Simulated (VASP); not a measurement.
# TaSi3 (I4/mmm) in VASP: notebook

Runs on TaSi3. Level: PBE. Tasks: relaxation of cell and atoms, single point.

Program: VASP 6.6.1. These are calculated values, not measurements. Logs are shortened: lines on timing, memory, paths and dates and some standing lists are left out, and cuts for length are marked.

**1. The cell of the first run**

Symmetry: I4/mmm, No. 139, tetragonal system. The conventional cell has a = 3.807 Å, b = 3.807 Å, c = 8.503 Å, α = 90.00°, β = 90.00°, γ = 90.00°. Ta (site symmetry 4/mmm) has 12 Si at 2.69 to 2.85 Å within 3.5 Å. Within 3.5 Å of Si (site symmetry 4/mmm) lie 4 Ta at 2.69 Å and 8 Si at 2.85 Å. Si (site symmetry -4m2) has 8 Si at 2.69 to 2.85 Å and 4 Ta at 2.85 Å within 3.5 Å.

**2. Relaxation of cell and atoms, PBE**

INCAR reads:

```
SYSTEM = TaSi3
ALGO = Normal ; EDIFF = 1E-7
EDIFFG = -0.04 ; ENCUT = 600
GGA = PE ; IBRION = 2
ISIF = 3 ; ISMEAR = 0
LASPH = .True. ; LCHARG = .False.
LREAL = .False. ; LWAVE = .False.
NELM = 60 ; NSW = 90
PREC = Accurate ; SIGMA = 0.1
```

KPOINTS reads:

```
k-points
0
Gamma
  6 6 6
  0 0 0
```

POSCAR reads:

```
TaSi3
1.0
   -1.9033384811      1.9033384811      4.2516132305
    1.9033384811     -1.9033384811      4.2516132305
    1.9033384811      1.9033384811     -4.2516132305
Ta Si
1 3
Direct
    0.0000000000      0.0000000000      0.0000000000
    0.5000000000      0.5000000000      0.0000000000
    0.2500000000      0.7500000000      0.5000000000
    0.7500000000      0.2500000000      0.5000000000
```

Potentials or basis: VASP PAW PBE potentials, release 64 (Ta_pv, Si).

The run is started by

```console
$ cat potpaw_PBE.64/Ta_pv/POTCAR potpaw_PBE.64/Si/POTCAR > POTCAR
$ mpirun -np 1 vasp_std > vasp.out
```

OUTCAR:

```text
SYSTEM = TaSi3
   EDIFF = 1E-7
   EDIFFG = -0.04
   ENCUT = 600
   GGA = PE
   IBRION = 2
   ISIF = 3
   ISMEAR = 0
   LASPH = .True.
   LREAL = .False.
   NELM = 60
   NSW = 90
   PREC = Accurate

 ion  position               nearest neighbor table
   1  0.000  0.000  0.000-   2 2.69   2 2.69   2 2.69   2 2.69   4 2.85   3 2.85   4 2.85   3 2.85
                             4 2.85   4 2.85   3 2.85   3 2.85
   2  0.500  0.500  0.000-   1 2.69   1 2.69   1 2.69   1 2.69   4 2.85   3 2.85   4 2.85   4 2.85
                             3 2.85   3 2.85   4 2.85   3 2.85
   3  0.250  0.750  0.500-   4 2.69   4 2.69   4 2.69   4 2.69   2 2.85   1 2.85   2 2.85   2 2.85
                             1 2.85   1 2.85   2 2.85   1 2.85
   4  0.750  0.250  0.500-   3 2.69   3 2.69   3 2.69   3 2.69   2 2.85   1 2.85   2 2.85   1 2.85
                             2 2.85   2 2.85   1 2.85   1 2.85

  LATTYP: Found a body centered tetragonal cell.
 ALAT       =     3.8066769622
 C/A-ratio  =     2.2337662338

  Lattice vectors:

 A1 = (  -1.9033384811,   1.9033384811,   4.2516132305)
 A2 = (   1.9033384811,  -1.9033384811,   4.2516132305)
 A3 = (   1.9033384811,   1.9033384811,  -4.2516132305)

Analysis of symmetry for initial positions (statically):
=====================================================================
 Subroutine PRICEL returns:
 Original cell was already a primitive cell.

 Routine SETGRP: Setting up the symmetry group for a
 body centered tetragonal supercell.

 Subroutine GETGRP returns: Found 16 space group operations
 (whereof 16 operations were pure point group operations)
 out of a pool of 16 trial point group operations.

The static configuration has the point symmetry D_4h.

Analysis of symmetry for dynamics (positions and initial velocities):
=====================================================================
 Subroutine PRICEL returns:
 Original cell was already a primitive cell.

 Routine SETGRP: Setting up the symmetry group for a
 body centered tetragonal supercell.

 Subroutine GETGRP returns: Found 16 space group operations
 (whereof 16 operations were pure point group operations)
 out of a pool of 16 trial point group operations.

The dynamic configuration has the point symmetry D_4h.

 Subroutine INISYM returns: Found 16 space group operations
 (whereof 16 operations are pure point group operations),
 and found     1 'primitive' translations

----------------------------------------------------------------------------------------

                                     Primitive cell

  volume of cell :      61.6092

  direct lattice vectors                    reciprocal lattice vectors
    -1.903338481  1.903338481  4.251613231     0.000000000  0.262696312  0.117602419
     1.903338481 -1.903338481  4.251613231     0.262696312  0.000000000  0.117602419
     1.903338481  1.903338481 -4.251613231     0.262696312  0.262696312  0.000000000

  length of vectors
     5.032058208  5.032058208  5.032058208     0.287818834  0.287818834  0.371508688

  position of ions in fractional coordinates (direct lattice)
     0.000000000  0.000000000  0.000000000
     0.500000000  0.500000000  0.000000000
     0.250000000  0.750000000  0.500000000
     0.750000000  0.250000000  0.500000000

  ion indices of the primitive-cell ions
   primitive index   ion index
                 1           1
                 2           2
                 3           3
                 4           4

----------------------------------------------------------------------------------------

 KPOINTS: k-points

Automatic generation of k-mesh.
 Grid dimensions read from file:
 generate k-points for:    6    6    6

 Generating k-lattice:

  Cartesian coordinates                     Fractional coordinates (reciprocal lattice)
     0.000000000  0.043782719  0.019600403     0.166666667 -0.000000000  0.000000000
     0.043782719  0.000000000  0.019600403    -0.000000000  0.166666667  0.000000000
     0.043782719  0.043782719  0.000000000     0.000000000  0.000000000  0.166666667

  Length of vectors
     0.047969806  0.047969806  0.061918115

  Shift w.r.t. Gamma in fractional coordinates (k-lattice)
     0.000000000  0.000000000  0.000000000

 Subroutine IBZKPT returns following result:
 ===========================================

 Found     30 irreducible k-points:

 Following reciprocal coordinates:
            Coordinates               Weight
  0.000000  0.000000  0.000000      1.000000
  0.166667 -0.000000  0.000000      8.000000
  0.333333  0.000000 -0.000000      8.000000
  0.500000  0.000000 -0.000000      4.000000
  0.166667  0.166667  0.000000      8.000000
  0.333333  0.166667 -0.000000     16.000000
[... 16 lines left out ...]
 -0.333333 -0.333333  0.166667      8.000000
 -0.166667 -0.333333  0.166667      8.000000
 [... further k-points ...]
   k-points           NKPTS =     30   k-points in BZ     NKDIM =     30   number of bands    NBANDS=     15
   number of dos      NEDOS =    301   number of ions     NIONS =      4
   total plane-waves  NPLWV =  64000
   dimension x,y,z NGX =    40 NGY =   40 NGZ =   40
   dimension x,y,z NGXF=    80 NGYF=   80 NGZF=   80
   ions per type =               1   3
   NGX,Y,Z   is equivalent  to a cutoff of  13.21, 13.21, 13.21 a.u.
   NGXF,Y,Z  is equivalent  to a cutoff of  26.43, 26.43, 26.43 a.u.
 SYSTEM =  TaSi3
   PREC   = accura    normal or accurate (medium, high low for compatibility)
   ISTART =      0    job   : 0-new  1-cont  2-samecut
   ICHARG =      2    charge: 1-file 2-atom 10-const
   ISPIN  =      1    spin polarized calculation?
   LNONCOLLINEAR =      F non collinear calculations
   LSORBIT =      F    spin-orbit coupling
   LASPH  =      T    aspherical Exc in radial PAW
   ENCUT  =  600.0 eV  44.10 Ry    6.64 a.u.  10.05 10.05 10.05*2*pi/ulx,y,z
   NELM   =     60;   NELMIN=  2; NELMDL= -5     # of ELM steps
   EDIFF  = 0.1E-06   stopping-criterion for ELM
   LREAL  =      F    real-space projection
   EDIFFG = -.4E-01   stopping-criterion for IOM
   NSW    =     90    number of steps for IOM
   IBRION =      2    ionic relax: 0-MD 1-quasi-New 2-CG
   NFREE  =      1    steps in history (QN), initial steepest desc. (CG)
   ISIF   =      3    stress and relaxation
   ISYM   =      2    0-nonsym 1-usesym 2-fastsym
   POTIM  = 0.5000    time-step for ionic-motion
   TEBEG  =    0.0;   TEEND  =   0.0 temperature during run
   PSTRESS=    0.0 pullay stress
   NELECT =      23.0000    total number of electrons
   NUPDOWN=      -1.0000    fix difference up-down
   EMIN   =  10.00;   EMAX   =-10.00  energy-range for DOS
   EFERMI =   0.00;   METHOD = LEGACY
   ISMEAR =     0;   SIGMA  =   0.10  broadening in eV -4-tet -1-fermi 0-gaus
   EFERMI_NEDOS =   21; number of points for ismear=-14 and -15
   IALGO  =     38    algorithm
   IMIX   =      4    mixing-type and parameters
     AMIX     =   0.40;   BMIX     =  1.00
     AMIX_MAG =   1.60;   BMIX_MAG =  1.00
  volume/ion in A,a.u.               =      15.40       103.94
  Fermi-wavevector in a.u.,A,eV,Ry     =   1.178787  2.227585 18.905838  1.389540
  Thomas-Fermi vector in A             =   2.315110
   LORBIT       =      0    0 simple, 1 ext, 2 COOP (PROOUT), +10 PAW based schemes
   GGA     = PE    functional components
   LHFCALC =     F    Hartree Fock is set to
   AEXX    =    0.0000 exact exchange contribution
   IVDW    =     0    specifies the selected vdW correction
   LEPSILON=     F    determine dielectric tensor
   LRPA    =     F    only Hartree local field effects (RPA)
 conjugate gradient relaxation of ions
 non-spin polarized calculation
 Gauss-broadening in eV      SIGMA  =   0.10
  energy-cutoff  :      600.00
  volume of cell :       61.61
 maximum number of plane-waves:      2078
   NGX = 21   NGY = 21   NGZ = 21

--------------------------------------- Ionic step        1  -------------------------------------------

 number of electron      23.0000002 magnetization

 Free energy of the ion-electron system (eV)
  ---------------------------------------------------
  ext. energy  EPLUGINS =         0.00000000
  ---------------------------------------------------
  free energy    TOTEN  =       -27.48462324 eV

  energy without entropy =      -27.46227909  energy(sigma->0) =      -27.47345117

------------------------ aborting loop because EDIFF is reached ----------------------------------------

  FORCE on cell =-STRESS in cart. coord.  units (eV):
  Direction    XX          YY          ZZ          XY          YZ          ZX
  --------------------------------------------------------------------------------------
  -------------------------------------------------------------------------------------
  Total       -2.3564513     -2.3564513     -1.6742191      0.0000000      0.0000000      0.0000000
  in kB      -61.2806334    -61.2806334    -43.5388633      0.0000000      0.0000000      0.0000000
  external PRESSURE =     -55.3667100 kB  Pullay stress =       0.0000000 kB
[... 25 lines left out ...]
--------------------------------------- Ionic step        2  -------------------------------------------

 number of electron      22.9999999 magnetization

 E-fermi :  10.2435     XC(G=0): -11.9319

 val. band max:       10.2315599455   @ k =  -0.3333   0.3333   0.3333
 cond. band min:      10.2458810452   @ k =   0.1667   0.1667   0.0000
 fundamental gap:      0.0143210997
 Fermi energy:        10.2434986316

 k-point     1 :       0.0000    0.0000    0.0000
  band No.  band energies     occupation
      1     -24.7388      2.00000
      2     -24.7388      2.00000
      3     -24.6535      2.00000
      4      -3.9878      2.00000
      5       3.1925      2.00000
      6       4.5824      2.00000
      7       5.7587      2.00000
      8       5.7587      2.00000
      9       5.8055      2.00000
     10       7.6720      2.00000
     11       9.3227      2.00000
     12       9.3227      2.00000
     13       9.5285      2.00000
     14      10.8715      0.00000
[... 401 lines left out ...]
      2     -24.7376      2.00000
      3     -24.6564      2.00000
      4      -3.0911      2.00000
      5       0.9979      2.00000
      6       3.6043      2.00000
      7       6.0628      2.00000
      8       6.1476      2.00000
      9       6.8994      2.00000
     10       8.2493      2.00000
     11       8.4702      2.00000
     12      10.3569      0.10868
     13      10.6682      0.00000
     14      11.0984      0.00000
     15      12.3382      0.00000

 [... further k-points ...]
[... 5 lines left out ...]
  --------------------------------------------------------------------------------------
  -------------------------------------------------------------------------------------
  Total        1.3121258      1.3121258      2.1807591      0.0000000     -0.0000000      0.0000000
  in kB       36.8928809     36.8928809     61.3161365      0.0000000     -0.0000000      0.0000000
  external PRESSURE =      45.0339661 kB  Pullay stress =       0.0000000 kB
[... 57 lines left out ...]
  FREE ENERGIE OF THE ION-ELECTRON SYSTEM (eV)
  ---------------------------------------------------
  free  energy   TOTEN  =       -27.5379498150 eV

  energy  without entropy=      -27.5169186321  energy(sigma->0) =      -27.52743422

[... ionic steps 4 to 7 ...]

--------------------------------------- Ionic step        8  -------------------------------------------

 number of electron      22.9999999 magnetization

------------------------ aborting loop because EDIFF is reached ----------------------------------------
[... 71 lines left out ...]
--------------------------------------- Ionic step       10  -------------------------------------------

 number of electron      22.9999999 magnetization

 Free energy of the ion-electron system (eV)
  ---------------------------------------------------
  ext. energy  EPLUGINS =         0.00000000
  ---------------------------------------------------
  free energy    TOTEN  =       -27.54919402 eV

  energy without entropy =      -27.53732769  energy(sigma->0) =      -27.54326086

 E-fermi :   9.8446     XC(G=0): -11.7857

 val. band max:        9.8251187223   @ k =  -0.3333  -0.3333   0.3333
 cond. band min:       9.8549628698   @ k =   0.3333   0.1667   0.1667
 fundamental gap:      0.0298441475
 Fermi energy:         9.8446131338

 k-point     1 :       0.0000    0.0000    0.0000
  band No.  band energies     occupation
      1     -25.2152      2.00000
      2     -25.2152      2.00000
      3     -25.1569      2.00000
      4      -4.1134      2.00000
      5       2.6486      2.00000
      6       4.1849      2.00000
      7       5.5888      2.00000
      8       5.5888      2.00000
      9       5.6311      2.00000
     10       7.3069      2.00000
     11       9.0522      2.00000
     12       9.0522      2.00000
     13       9.2115      2.00000
     14      10.5254      0.00000
[... 401 lines left out ...]
      2     -25.2138      2.00000
      3     -25.1586      2.00000
      4      -3.2579      2.00000
      5       0.6512      2.00000
      6       3.4093      2.00000
      7       5.8841      2.00000
      8       5.9044      2.00000
      9       6.4228      2.00000
     10       7.9404      2.00000
     11       8.1168      2.00000
     12       9.9820      0.05198
     13      10.3193      0.00000
     14      10.6622      0.00000
     15      11.8936      0.00000

 [... further k-points ...]
[... 5 lines left out ...]
  --------------------------------------------------------------------------------------
  -------------------------------------------------------------------------------------
  Total        0.0082605      0.0082605     -0.0038910      0.0000000      0.0000000      0.0000000
  in kB        0.2248214      0.2248214     -0.1058999      0.0000000      0.0000000      0.0000000
  external PRESSURE =       0.1145809 kB  Pullay stress =       0.0000000 kB
[... 19 lines left out ...]
  FREE ENERGIE OF THE ION-ELECTRON SYSTEM (eV)
  ---------------------------------------------------
  free  energy   TOTEN  =       -27.5491940200 eV

  energy  without entropy=      -27.5373276948  energy(sigma->0) =      -27.54326086

 reached required accuracy - stopping structural energy minimisation
```

Run time: 2.8 min. Hardware: 1 thread of Intel Xeon 6975P-C (Granite Rapids), shared host; peak memory 0.25 GiB.

What came out:

- Free energy: -27.5492 eV
- Relaxed volume: 14.72 Å³/atom
- Relaxed cell: a = 5.020 Å, b = 5.020 Å, c = 5.020 Å, α = 136.65°, β = 136.65°, γ = 62.98°
- Space group after relaxing (to 0.05 Å): I4/mmm (No. 139)
- Energy gained by relaxing: 16.1 meV/atom
- Ionic steps: 10
- Pressure after relaxing: 0.0 GPa

The path:
| step | energy change (eV) | largest force (eV/Å) | pressure (GPa) | volume (Å³) |
| --- | --- | --- | --- | --- |
| 1 | 0.0000 | 0.0000 | -5.54 | 61.61 |
| 2 | -0.0306 | 0.0000 | 4.50 | 56.98 |
| 3 | -0.0533 | 0.0000 | 0.17 | 58.73 |
| 4 | -0.0594 | 0.0000 | 0.28 | 58.69 |
| 5 | -0.0583 | 0.0000 | 1.10 | 58.52 |
| 6 | -0.0638 | 0.0000 | 0.51 | 58.63 |
| 7 | -0.0641 | 0.0000 | 0.63 | 58.60 |
| 8 | -0.0641 | 0.0000 | 0.61 | 58.61 |
| 9 | -0.0639 | 0.0000 | -0.66 | 59.17 |
| 10 | -0.0646 | 0.0000 | 0.01 | 58.87 |

Final structure:
```
Ta Si
1.0
    -1.85421    1.85421    4.28056
     1.85421   -1.85421    4.28056
     1.85421    1.85421   -4.28056
Ta Si
1 3
Direct
  0.00000 0.00000 0.00000
  0.50000 0.50000 0.00000
  0.25000 0.75000 0.50000
  0.75000 0.25000 0.50000
```

Levels at points of the mesh, in eV from the Fermi level:
```tsv
k point	band 9	band 10	band 11	band 12	band 13	band 14	band 15
(0.00, 0.00, 0.00)	-4.21	-2.54	-0.79	-0.79	-0.63	0.68	3.27
(0.50, 0.00, 0.00)	-2.95	-1.64	-0.70	0.07	0.71	0.92	1.33
(0.50, 0.50, 0.00)	-5.12	-4.03	-0.29	0.24	0.52	1.67	1.97
(0.50, 0.50, 0.50)	-2.82	-0.96	-0.96	-0.43	1.66	1.73	2.33
```

Caveat: the k points lie up to 0.40 Å⁻¹ apart in the final cell; spin-orbit coupling is left out, which moves the levels of the heavy elements.

(Part 1 of 2 ends here.)
